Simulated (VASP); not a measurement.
Runs of VASP 6.6.1 on Hf3TiN4. The structure is that of space group Pm-3m (No. 221), or close to it. The cells are those of the table. 

```csv
cell,k mesh,smearing,gap on the mesh (eV),pressure (GPa)
"a = 4.490 Å, 8 atoms",8 × 8 × 8,gaussian 0.1 eV,none,-1.8
"a = 4.490 Å, 8 atoms",4 × 4 × 4,gaussian 0.1 eV,none,-2.1
"a = 4.445 Å, 8 atoms",8 × 8 × 8,gaussian 0.1 eV,none,6.6
"a = 4.399 Å, 8 atoms",8 × 8 × 8,gaussian 0.1 eV,none,(a)
"a = 4.535 Å, 8 atoms",8 × 8 × 8,gaussian 0.1 eV,none,(c)
"a = 4.635 Å, 8 atoms",8 × 8 × 8,gaussian 0.1 eV,none,-22.0
"a = 4.351 Å, 8 atoms",8 × 8 × 8,gaussian 0.1 eV,none,28.3
"a = 4.490 Å, 8 atoms",6 × 6 × 6,gaussian 0.2 eV,none,-1.8
"a = 4.303 Å, 8 atoms",8 × 8 × 8,gaussian 0.1 eV,none,(b)
"a = 4.579 Å, 8 atoms",8 × 8 × 8,gaussian 0.1 eV,none,-15.2
```

Alike in all rows: task single point; level PBE; potentials or basis VASP PAW PBE potentials, release 64 (Hf_pv, Ti_sv, N); no spin polarisation; cutoff (eV) 520.

Task: Estimate the missing entries.

Result: (a) 16.6; (b) 42.1; (c) -9.0.

Caveats: spin-orbit coupling is left out, which moves the levels of the heavy elements; the cell stands under pressure (at least some runs); the cell stands under tension (at least some runs).

A k mesh can miss the band edges, and the runs leave out spin-orbit coupling on Hf.

A gap of «none» marks levels without a gap at the run's occupations.
